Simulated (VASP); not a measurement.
# Ca2W (I4mm) in VASP: single point with PBE

Aim: the single point of Ca2W with PBE.

Program: VASP 6.6.1. These are calculated values, not measurements. Logs are shortened: lines on timing, memory, paths and dates and some standing lists are left out, and cuts for length are marked.

**1. The cell of the first run**

The structure is tetragonal, space group I4mm (No. 107). The conventional cell has a = 4.405 Å, b = 4.405 Å, c = 15.394 Å, α = 90.00°, β = 90.00°, γ = 90.00°. Within 3.9 Å of W (site symmetry 4mm) lie 9 Ca at 2.95 to 3.14 Å. Within 4.0 Å of W (site symmetry 4mm) lie 9 Ca at 3.03 to 3.15 Å. Within 4.1 Å of Ca (site symmetry 4mm) lie 5 W at 3.03 to 3.14 Å and 8 Ca at 3.28 to 4.03 Å. Ca (site symmetry 4mm) has 5 W at 2.95 to 3.15 Å and 8 Ca at 3.49 to 4.03 Å within 4.1 Å. Ca (site symmetry 2mm) has 4 W at 3.00 to 3.14 Å and 8 Ca at 3.11 to 3.49 Å within 3.9 Å.

**2. Single point, PBE**

The input, INCAR:

```
ALGO = Normal
EDIFF = 1E-6
ENCUT = 520
GGA = PE
ISIF = 2
ISMEAR = -1
LASPH = T
LCHARG = F
LREAL = F
LWAVE = F
NBANDS = 43
NELM = 60
PREC = Accurate
SIGMA = 0.1
```

The input, KPOINTS:

```
k-points
0
Gamma
  8 8 8
```

The input, POSCAR:

```
Ca2W
1.0
    0.0000000000      4.4049350000      0.0000000000
    4.4049350000      0.0000000000      0.0000000000
    2.2024670000      2.2024670000     -7.6968950000
W Ca
2 4
Direct
    0.1322000000      0.1322000000      0.7356000000
    0.8549000000      0.8549000000      0.2902000000
    0.6580000000      0.6580000000      0.6840000000
    0.3238000000      0.3238000000      0.3524000000
    0.5000000000      0.0000000000      0.0000000000
    0.0000000000      0.5000000000      0.0000000000
```

Potentials or basis: VASP PAW PBE potentials, release 64 (W_sv, Ca_sv).

The run is started by

```sh
cat potpaw_PBE.64/W_sv/POTCAR potpaw_PBE.64/Ca_sv/POTCAR > POTCAR
mpirun -np 1 vasp_std > vasp.out
```

OUTCAR:

```text
EDIFF = 1E-6
   ENCUT = 520
   GGA = PE
   ISIF = 2
   ISMEAR = -1
   LASPH = T
   LREAL = F
   NELM = 60
   PREC = Accurate

 ion  position               nearest neighbor table
   1  0.132  0.132  0.736-   4 2.95   5 3.00   6 3.00   6 3.00   5 3.00   3 3.14   3 3.14   3 3.14
                             3 3.14
   2  0.855  0.855  0.290-   3 3.03   5 3.14   6 3.14   6 3.14   5 3.14   4 3.15   4 3.15   4 3.15
                             4 3.15
   3  0.658  0.658  0.684-   2 3.03   1 3.14   1 3.14   1 3.14   1 3.14
   4  0.324  0.324  0.352-   1 2.95   2 3.15   2 3.15   2 3.15   2 3.15
   5  0.500  0.000  0.000-   1 3.00   1 3.00   6 3.11   6 3.11   6 3.11   6 3.11   2 3.14   2 3.14

   6  0.000  0.500  0.000-   1 3.00   1 3.00   5 3.11   5 3.11   5 3.11   5 3.11   2 3.14   2 3.14

  LATTYP: Found a body centered tetragonal cell.
 ALAT       =     4.4049350000
 C/A-ratio  =     3.4946690473

  Lattice vectors:

 A1 = (  -2.2024670000,   2.2024680000,   7.6968950000)
 A2 = (   2.2024680000,  -2.2024670000,   7.6968950000)
 A3 = (   2.2024670000,   2.2024670000,  -7.6968950000)

Analysis of symmetry for initial positions (statically):
=====================================================================
 Subroutine PRICEL returns:
 Original cell was already a primitive cell.

 Routine SETGRP: Setting up the symmetry group for a
 body centered tetragonal supercell.

 Subroutine GETGRP returns: Found  8 space group operations
 (whereof  8 operations were pure point group operations)
 out of a pool of 16 trial point group operations.

The static configuration has the point symmetry C_4v.

Analysis of symmetry for dynamics (positions and initial velocities):
=====================================================================
 Subroutine PRICEL returns:
 Original cell was already a primitive cell.

 Routine SETGRP: Setting up the symmetry group for a
 body centered tetragonal supercell.

 Subroutine GETGRP returns: Found  8 space group operations
 (whereof  8 operations were pure point group operations)
 out of a pool of 16 trial point group operations.

The dynamic configuration has the point symmetry C_4v.

 Subroutine INISYM returns: Found  8 space group operations
 (whereof  8 operations are pure point group operations),
 and found     1 'primitive' translations

----------------------------------------------------------------------------------------

                                     Primitive cell

  volume of cell :     149.3463

  direct lattice vectors                    reciprocal lattice vectors
     0.000000000  4.404935000  0.000000000     0.000000000  0.227018106  0.064961246
     4.404935000  0.000000000  0.000000000     0.227018106  0.000000000  0.064961246
     2.202467000  2.202467000 -7.696895000     0.000000000  0.000000000 -0.129922521

  length of vectors
     4.404935000  4.404935000  8.303247221     0.236129591  0.236129591  0.129922521

  position of ions in fractional coordinates (direct lattice)
     0.132200000  0.132200000  0.735600000
     0.854900000  0.854900000  0.290200000
     0.658000000  0.658000000  0.684000000
     0.323800000  0.323800000  0.352400000
     0.500000000  0.000000000  0.000000000
     0.000000000  0.500000000  0.000000000

  ion indices of the primitive-cell ions
   primitive index   ion index
                 1           1
                 2           2
                 3           3
                 4           4
                 5           5
                 6           6

----------------------------------------------------------------------------------------

 KPOINTS: k-points

Automatic generation of k-mesh.
 Grid dimensions read from file:
 generate k-points for:    8    8    8

 Generating k-lattice:

  Cartesian coordinates                     Fractional coordinates (reciprocal lattice)
     0.000000000  0.028377263  0.008120156     0.125000000  0.000000000 -0.000000000
     0.028377263  0.000000000  0.008120156     0.000000000  0.125000000 -0.000000000
     0.000000000  0.000000000 -0.016240315     0.000000000  0.000000000  0.125000000

  Length of vectors
     0.029516199  0.029516199  0.016240315

  Shift w.r.t. Gamma in fractional coordinates (k-lattice)
     0.000000000  0.000000000  0.000000000

 Subroutine IBZKPT returns following result:
 ===========================================

 Found     59 irreducible k-points:

 Following reciprocal coordinates:
            Coordinates               Weight
  0.000000  0.000000  0.000000      1.000000
  0.125000  0.000000  0.000000      8.000000
  0.250000  0.000000  0.000000      8.000000
  0.375000  0.000000  0.000000      8.000000
  0.500000  0.000000  0.000000      4.000000
  0.125000  0.125000  0.000000      8.000000
[... 16 lines left out ...]
  0.250000  0.000000  0.125000      4.000000
  0.375000  0.000000  0.125000      8.000000
 [... further k-points ...]
   k-points           NKPTS =     59   k-points in BZ     NKDIM =     59   number of bands    NBANDS=     43
   number of dos      NEDOS =    301   number of ions     NIONS =      6
   total plane-waves  NPLWV =  82944
   dimension x,y,z NGX =    36 NGY =   36 NGZ =   64
   dimension x,y,z NGXF=    72 NGYF=   72 NGZF=  128
   ions per type =               2   4
   NGX,Y,Z   is equivalent  to a cutoff of  13.59, 13.59, 12.81 a.u.
   NGXF,Y,Z  is equivalent  to a cutoff of  27.17, 27.17, 25.63 a.u.
 SYSTEM =  unknown system
   PREC   = accura    normal or accurate (medium, high low for compatibility)
   ISTART =      0    job   : 0-new  1-cont  2-samecut
   ICHARG =      2    charge: 1-file 2-atom 10-const
   ISPIN  =      1    spin polarized calculation?
   LNONCOLLINEAR =      F non collinear calculations
   LSORBIT =      F    spin-orbit coupling
   LASPH  =      T    aspherical Exc in radial PAW
   ENCUT  =  520.0 eV  38.22 Ry    6.18 a.u.   8.19  8.19 15.44*2*pi/ulx,y,z
   NELM   =     60;   NELMIN=  2; NELMDL= -5     # of ELM steps
   EDIFF  = 0.1E-05   stopping-criterion for ELM
   LREAL  =      F    real-space projection
   EDIFFG = 0.1E-04   stopping-criterion for IOM
   NSW    =      0    number of steps for IOM
   IBRION =     -1    ionic relax: 0-MD 1-quasi-New 2-CG
   NFREE  =      0    steps in history (QN), initial steepest desc. (CG)
   ISIF   =      2    stress and relaxation
   ISYM   =      2    0-nonsym 1-usesym 2-fastsym
   POTIM  = 0.5000    time-step for ionic-motion
   TEBEG  =    0.0;   TEEND  =   0.0 temperature during run
   PSTRESS=    0.0 pullay stress
   NELECT =      68.0000    total number of electrons
   NUPDOWN=      -1.0000    fix difference up-down
   EMIN   =  10.00;   EMAX   =-10.00  energy-range for DOS
   EFERMI =   0.00;   METHOD = LEGACY
   ISMEAR =    -1;   SIGMA  =   0.10  broadening in eV -4-tet -1-fermi 0-gaus
   EFERMI_NEDOS =   21; number of points for ismear=-14 and -15
   IALGO  =     38    algorithm
   IMIX   =      4    mixing-type and parameters
     AMIX     =   0.40;   BMIX     =  1.00
     AMIX_MAG =   1.60;   BMIX_MAG =  1.00
  volume/ion in A,a.u.               =      24.89       167.97
  Fermi-wavevector in a.u.,A,eV,Ry     =   1.259446  2.380008 21.581625  1.586205
  Thomas-Fermi vector in A             =   2.393006
   LORBIT       =      0    0 simple, 1 ext, 2 COOP (PROOUT), +10 PAW based schemes
   GGA     = PE    functional components
   LHFCALC =     F    Hartree Fock is set to
   AEXX    =    0.0000 exact exchange contribution
   IVDW    =     0    specifies the selected vdW correction
   LEPSILON=     F    determine dielectric tensor
   LRPA    =     F    only Hartree local field effects (RPA)
 non-spin polarized calculation
  energy-cutoff  :      520.00
  volume of cell :      149.35
 maximum number of plane-waves:      4065
 NGX is ok and might be reduce to    36
   NGX = 17   NGY = 17   NGZ = 31

 number of electron      67.9999996 magnetization

 Free energy of the ion-electron system (eV)
  ---------------------------------------------------
  ext. energy  EPLUGINS =         0.00000000
  ---------------------------------------------------
  free energy    TOTEN  =       -24.29263208 eV

  energy without entropy =      -23.89644640  energy(sigma->0) =      -24.09453924

 E-fermi :   4.3020     XC(G=0): -10.0206

 val. band max:        4.3003981581   @ k =   0.5000   0.2500   0.0000
 cond. band min:       4.3057431828   @ k =  -0.2500   0.0000   0.3750
 fundamental gap:      0.0053450247
 Fermi energy:         4.3019592572

 k-point     1 :       0.0000    0.0000    0.0000
  band No.  band energies     occupation
      1     -69.1330      2.00000
      2     -68.9213      2.00000
      3     -35.6599      2.00000
      4     -35.6063      2.00000
      5     -35.5453      2.00000
      6     -35.4832      2.00000
[... 35 lines left out ...]
     42       7.0631      0.00000
     43       7.8199      0.00000

 k-point     2 :       0.1250    0.0000    0.0000
  band No.  band energies     occupation
      1     -69.1330      2.00000
      2     -68.9213      2.00000
      3     -35.6540      2.00000
      4     -35.6063      2.00000
      5     -35.5454      2.00000
      6     -35.4894      2.00000
[... 35 lines left out ...]
     42       7.0295      0.00000
     43       7.6133      0.00000

 k-point     3 :       0.2500    0.0000    0.0000
  band No.  band energies     occupation
      1     -69.1330      2.00000
      2     -68.9213      2.00000
      3     -35.6380      2.00000
      4     -35.6055      2.00000
      5     -35.5461      2.00000
      6     -35.5062      2.00000
[... 919 lines left out ...]
      6     -35.5062      2.00000
[... 35 lines left out ...]
     42       7.0947      0.00000
     43       7.0985      0.00000

 k-point    24 :       0.3750    0.0000    0.1250
  band No.  band energies     occupation
      1     -69.1330      2.00000
      2     -68.9212      2.00000
      3     -35.6197      2.00000
      4     -35.5990      2.00000
      5     -35.5517      2.00000
      6     -35.5265      2.00000
[... 35 lines left out ...]
     42       6.7726      0.00000
     43       6.8866      0.00000

 [... further k-points ...]

------------------------ aborting loop because EDIFF is reached ----------------------------------------

  FORCE on cell =-STRESS in cart. coord.  units (eV):
  Direction    XX          YY          ZZ          XY          YZ          ZX
  --------------------------------------------------------------------------------------
  -------------------------------------------------------------------------------------
  Total        4.8559767      4.8559767      8.8110353      0.0000000      0.0000006      0.0000006
  in kB       52.0945879     52.0945879     94.5241875      0.0000000      0.0000061      0.0000061
  external PRESSURE =      66.2377878 kB  Pullay stress =       0.0000000 kB

 VOLUME and BASIS-vectors are now :
 -----------------------------------------------------------------------------
  energy-cutoff  :      520.00
  volume of cell :      149.35
      direct lattice vectors                 reciprocal lattice vectors
     0.000000000  4.404935000  0.000000000     0.000000000  0.227018106  0.064961246
     4.404935000  0.000000000  0.000000000     0.227018106  0.000000000  0.064961246
     2.202467000  2.202467000 -7.696895000     0.000000000  0.000000000 -0.129922521

 POSITION                                       TOTAL-FORCE (eV/Angst)
 -----------------------------------------------------------------------------------
      2.20247      2.20247     -5.66184         0.000000      0.000000      0.183003
      4.40493      4.40493     -2.23364         0.000000      0.000000      0.311807
      4.40493      4.40493     -5.26468         0.000000      0.000000      1.510564
      2.20247      2.20247     -2.71239        -0.000000     -0.000000     -0.495738
      0.00000      2.20247      0.00000        -0.000000     -0.000000     -0.754818
      2.20247      0.00000      0.00000        -0.000000     -0.000000     -0.754818
 -----------------------------------------------------------------------------------
    total drift:                               -0.000005     -0.000005     -0.000538

  FREE ENERGIE OF THE ION-ELECTRON SYSTEM (eV)
  ---------------------------------------------------
  free  energy   TOTEN  =       -24.2926320813 eV

  energy  without entropy=      -23.8964464036  energy(sigma->0) =      -24.09453924
```

Run time: 4.2 min. Hardware: 1 thread of Intel Xeon 6975P-C (Granite Rapids), shared host; peak memory 0.47 GiB.

Results:

```
Free energy            : -24.2926 eV
Pressure               : 6.6 GPa
Largest force          : 1.511 eV/Å
Band gap on the k mesh : zero (bands 34 and 35 overlap by 0.63 eV)
```

Forces in eV/Å, atoms in the order of the input:
```
W    0.000  0.000  0.183
W    0.000  0.000  0.312
Ca   0.000  0.000  1.511
Ca   0.000  0.000 -0.496
Ca   0.000  0.000 -0.755
Ca   0.000  0.000 -0.755
```

Levels at points of the mesh, in eV from the Fermi level:
```csv
k point,band 30,band 31,band 32,band 33,band 34,band 35,band 36,band 37,band 38,band 39
"(0.00, 0.00, 0.00)",-1.03,-0.76,-0.76,-0.64,-0.10,0.21,0.36,0.39,0.39,2.48
"(0.50, 0.00, 0.00)",-0.78,-0.27,-0.21,-0.14,-0.08,-0.04,0.02,0.74,0.81,1.10
"(0.50, 0.50, 0.00)",-0.99,-0.95,-0.15,-0.07,0.35,0.37,0.83,1.09,1.13,1.36
"(0.00, 0.00, 0.50)",-0.81,-0.48,-0.33,-0.33,-0.32,-0.26,-0.26,-0.25,2.09,2.34
```

Caveat: the cell stands under pressure; spin-orbit coupling is left out, which moves the levels of the heavy elements; forces of over 1 eV/Å act on the atoms, so gaps and moduli don't describe the material at rest.
